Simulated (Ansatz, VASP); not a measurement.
# One calculation of Al2Cu, two programs

```
Al Cu
1.0
    -2.99655    2.99655    2.41392
     2.99655   -2.99655    2.41392
     2.99655    2.99655   -2.41392
Al Cu
4 2
Direct
  0.15932 0.65932 0.81864
  0.65932 0.84068 0.50000
  0.84068 0.34068 0.18136
  0.34068 0.15932 0.50000
  0.75000 0.75000 0.00000
  0.25000 0.25000 0.00000
```

Alike in both runs: functional PBEsol; k mesh 10 × 10 × 10; occupations gaussian, width 0.1 eV; no spin polarisation.

Ansatz relaxed the structure, and its values are those at the end. VASP's run is a single point on that final structure, the one shown.

|  | VASP | Ansatz |
| --- | --- | --- |
| version | VASP 6.6.1 | Ansatz 0.2.0 |
| potentials or method | VASP PAW PBE potentials, release 64 (Al, Cu), cutoff 520 eV | scalar-relativistic, plane waves, PAW |
| valence electrons in the cell | 34 | 50 |

Ansatz gave:

- gap on the k mesh at the Fermi level (eV): none
- pressure (GPa): 0.0

Q: Which values does VASP return?

A: gap on the k mesh at the Fermi level (eV): none; pressure (GPa): 0.3.

VASP's potentials were made for PBE, not for PBEsol. A gap of «none» marks a metal or a gap that the smearing closes. VASP's potentials hold 34 valence electrons a cell and Ansatz's 50, so a difference there can come from the potentials and not from the codes.
